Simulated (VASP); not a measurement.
BP, 2 atoms in the cell. Symmetry: F-43m, No. 216, cubic system. Conventional cell: a = 4.837 Å, b = 4.837 Å, c = 4.837 Å, α = 90.00°, β = 90.00°, γ = 90.00°. B (site symmetry -43m) has 4 P at 2.09 Å within 2.8 Å. Within 2.8 Å of P (site symmetry -43m) lie 4 B at 2.09 Å. 

* Program: VASP 6.6.1
* Task: relaxation of cell and atoms
* Functional: PBEsol
* Potentials or basis: VASP PAW PBE potentials, release 64 (B, P)
* Cutoff: 500 eV
* k mesh: 8 × 8 × 8
* Occupations: gaussian, width 0.1 eV
* Spin: no spin polarisation
* Dipole correction: no
* Further INCAR settings: ALGO = Normal; EDIFF = 1e-07; IBRION = 2; EDIFFG = -0.05; NSW = 80; ISIF = 3

Potentials or basis: VASP PAW PBE potentials, release 64 (B, P).

Run with:

```console
$ cat potpaw_PBE.64/B/POTCAR potpaw_PBE.64/P/POTCAR > POTCAR
$ mpirun -np 1 vasp_std > vasp.out
```

Hardware: 1 thread of Intel(R) Xeon(R) Platinum 8488C (Sapphire Rapids), with other jobs on the host.

Question: Estimate the wall time of this run.

Answer: It took 20 s on 1 thread of Intel(R) Xeon(R) Platinum 8488C (Sapphire Rapids), with other jobs on the host, peak memory 0.14 GiB. Counts: scf iterations 31, k points 29, ion steps 3.
